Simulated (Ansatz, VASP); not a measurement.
**Two plane-wave programs on F**

INCAR

```
SYSTEM = F
ALGO = Normal
EDIFF = 1E-6
ENCUT = 520
GGA = PE
ISIF = 2
ISMEAR = 0
IVDW = 12
LASPH = .TRUE.
LCHARG = .TRUE.
LELF = .TRUE.
LREAL = .FALSE.
LVHAR = .TRUE.
LWAVE = .FALSE.
NBANDS = 22
NELM = 60
PREC = Accurate
SIGMA = 0.05
```

File KPOINTS:

```
k-points
0
G
  8 8 4
  0 0 0
```

Contents of POSCAR:

```
F
1.0
    2.7275771167     -1.7336339579      0.2878492166
    2.7275771167      1.7336339579      0.2878492166
   -0.8091229560      0.0000000000      6.5300711906
F
4
Direct
    0.9138648456      0.5855481450      0.1105934036
    0.4144518550      0.0861351544      0.3894065964
    0.0861351544      0.4144518550      0.8894065964
    0.5855481450      0.9138648456      0.6105934036
```

Input for Ansatz:

```yaml
crystal:
  lattice:
    - [2.7275771167, -1.7336339579, 0.2878492166]
    - [2.7275771167, 1.7336339579, 0.2878492166]
    - [-0.809122956, 0.0, 6.5300711906]
  atoms:
    - { symbol: F, position: [0.9138648456, 0.585548145, 0.1105934036] }
    - { symbol: F, position: [0.414451855, 0.0861351544, 0.3894065964] }
    - { symbol: F, position: [0.0861351544, 0.414451855, 0.8894065964] }
    - { symbol: F, position: [0.585548145, 0.9138648456, 0.6105934036] }
basis:
  ecutwfc: 520.0
kpoints:
  mp_grid: { grid: [8, 8, 4] }
hamiltonian:
  xc: pbe
  dispersion: d3bj
scf:
  occupations: { method: gaussian, width: 0.05 }
output:
  forces: true
  stress: true
  eigenvalues: true
```

Alike in both runs: task single point; functional PBE; dispersion D3(BJ); k mesh 8 × 8 × 4; occupations gaussian, width 0.05 eV; no spin polarisation.

|  | VASP | Ansatz |
| --- | --- | --- |
| version | VASP 6.6.1 | Ansatz 0.2.0 |
| potentials or method | VASP PAW PBE potentials, release 64 (F), cutoff 520 eV | scalar-relativistic, plane waves, PAW |
| valence electrons in the cell | 28 | 28 |

Ansatz gave:

* gap on the k mesh at the Fermi level (eV): 1.40
* least direct gap on the mesh (eV): 1.40
* pressure (GPa): -7.8
* traceless stress, the component that is largest in VASP (GPa): -12.12
* rms of the force components (eV/Å): 1.660

What did VASP give for the same quantities?

gap on the k mesh at the Fermi level (eV): 1.36; least direct gap on the mesh (eV): 1.36; pressure (GPa): -8.0; traceless stress, the component that is largest in VASP (GPa): -11.50; rms of the force components (eV/Å): 1.571.

Atom by atom the forces differ by 0.089 eV/Å (rms over components).
